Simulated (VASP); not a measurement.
Input of a VASP 6.6.1 run:

INCAR

```
ALGO = Normal
EDIFF = 1E-6
ENCUT = 520
GGA = CA
ISIF = 2
ISMEAR = 0
LASPH = True
LCHARG = True
LELF = True
LREAL = False
LVHAR = True
LWAVE = False
NBANDS = 8
NELM = 60
PREC = Accurate
SIGMA = 0.05
```

File KPOINTS:

```
k-points
0
Gamma
  10 10 10
```

File POSCAR:

```
H
1.0
   -1.7392082084      1.7392082084      1.9471702941
    1.7392082084     -1.7392082084      1.9471702941
    1.7392082084      1.7392082084     -1.9471702941
H
2
Direct
    0.9098622900      0.9098622900      0.0000000000
    0.0901377100      0.0901377100      0.0000000000
```

Potentials or basis: VASP PAW LDA potentials, release 64 (H).

Command:

```bash
$ cat potpaw_LDA.64/H/POTCAR > POTCAR
$ mpirun -np 1 vasp_std > vasp.out
```

Q: Predict the band gap on the k mesh.

A: 8.66 eV (least direct gap 9.51 eV).

Q: What does it give for the pressure?

A: 3.4 GPa.

Forces on the atoms (eV/Å):
```
H    0.000  0.000 -2.671
H    0.000  0.000  2.671
```

Caveat: the cell stands under pressure; forces of over 1 eV/Å act on the atoms, so gaps and moduli don't describe the material at rest. A k mesh can miss the band edges.
